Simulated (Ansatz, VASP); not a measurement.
**Two plane-wave programs on GaBi2Sb3S**

```
CELL_PARAMETERS angstrom
6.40419 0.00000 0.00000
-3.20210 5.54619 0.00000
0.00000 0.00000 5.38479
ATOMIC_POSITIONS crystal
Ga 0.00000 0.00000 0.00000
Sb 0.56693 0.00000 0.00000
Sb 0.00000 0.56693 0.00000
Sb 0.43307 0.43307 0.00000
Bi 0.33333 0.66667 0.50000
Bi 0.66667 0.33333 0.50000
S 0.00000 0.00000 0.50000
```

Alike in both runs: functional PBE; k mesh 6 × 6 × 6; occupations gaussian, width 0.1 eV; no spin polarisation.

Ansatz relaxed the structure, and its values are those at the end. VASP's run is a single point on that final structure, the one shown.

```csv
,VASP,Ansatz
version,VASP 6.6.1,Ansatz 0.2.0
potentials or method,"VASP PAW PBE potentials, release 64 (Ga_d, Sb, Bi_d, S), cutoff 520 eV","scalar-relativistic, plane waves, PAW"
valence electrons in the cell,64,94
```

VASP gave:

- gap on the k mesh at the Fermi level (eV): none
- pressure (GPa): -0.1
- rms of the force components (eV/Å): 0.004

What did Ansatz give for the same quantities?

gap on the k mesh at the Fermi level (eV): none; pressure (GPa): 0.0; rms of the force components (eV/Å): 0.001.

A gap of «none» marks a metal or a gap that the smearing closes. VASP's potentials hold 64 valence electrons a cell and Ansatz's 94, so a difference there can come from the potentials and not from the codes.

Neither program's run includes spin-orbit coupling.
